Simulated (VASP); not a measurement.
Here is a VASP 6.6.1 calculation.

File INCAR:

```
  ALGO = Normal
  EDIFF = 1E-6
  ENCUT = 520
  GGA = PE
  GGA_COMPAT = F
  ISIF = 2
  ISMEAR = -1
  LASPH = T
  LCHARG = F
  LORBIT = 11
  LORBMOM = T
  LREAL = F
  LSORBIT = T
  LWAVE = F
  MAGMOM = 0 0 0 0 0 0 0 0 0 0 0 0
  NBANDS = 40
  NELM = 150
  PREC = Accurate
  SIGMA = 0.02
```

File KPOINTS:

```
k-points
0
Gamma
  6 6 4
```

Contents of POSCAR:

```
GaBSb2
1.0
    3.9942036049      0.0000000000      0.0000000000
    0.0000000000      3.9942036049      0.0000000000
    0.0000000000      0.0000000000      5.8003750364
B Sb Ga
1 2 1
Direct
    0.0000000000      0.0000000000      0.0000000000
    0.0000000000      0.5000000000      0.2172915758
    0.5000000000      0.0000000000      0.7827084242
    0.5000000000      0.5000000000      0.5000000000
```

Potentials or basis: VASP PAW PBE potentials, release 64 (B, Sb, Ga_d).

Launch:

```sh
$ cat potpaw_PBE.64/B/POTCAR potpaw_PBE.64/Sb/POTCAR potpaw_PBE.64/Ga_d/POTCAR > POTCAR
$ mpirun -np 1 vasp_ncl > vasp.out
```

Problem. What does it give for the pressure?

Solution. 1.9 GPa.

Problem. Predict the largest force.

Solution. 0.215 eV/Å.

Problem. What does it give for the net moment?

Solution. 0.00 μB per cell.

Moments on the atoms (μB; x, y, z):
```
B   0.00 0.00 0.00
Sb  0.00 0.00 0.00
Sb  0.00 0.00 0.00
Ga  0.00 0.00 0.00
```
